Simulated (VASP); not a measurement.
Runs of VASP 6.6.1 on HgRuPt3. The structure is that of space group Pm-3m (No. 221), or close to it. The cells are those of the table. 

```tsv
task	cell	k mesh	cutoff (eV)	gap on the mesh (eV)	pressure (GPa)	relaxed volume (Å³/atom)
single point	a = 4.802 Å, 5 atoms	4 × 4 × 4	520	none	0.2	-
relaxation of cell and atoms	relaxed from a = 4.296 Å, 5 atoms	4 × 4 × 4	600	none	0.0	22.20
relaxation of cell and atoms	relaxed from a = 4.802 Å, 5 atoms	8 × 8 × 8	600	none	0.0	(a)
single point	a = 4.813 Å, 5 atoms	8 × 8 × 8	520	none	0.0	-
```

Alike in all rows: level PBE; potentials or basis VASP PAW PBE potentials, release 64 (Hg, Ru_pv, Pt); no spin polarisation; smearing gaussian 0.1 eV.

Q: Fill in the values left out.

A: (a) 22.30.

Caveats: some runs use coarse meshes; spin-orbit coupling is left out, which moves the levels of the heavy elements; the volume moved by over 15 % at a fixed basis, so the end points are rough (at least some runs).

A k mesh can miss the band edges, and the runs leave out spin-orbit coupling on Hg, Pt, Ru.

A gap of «none» marks levels without a gap at the run's occupations.
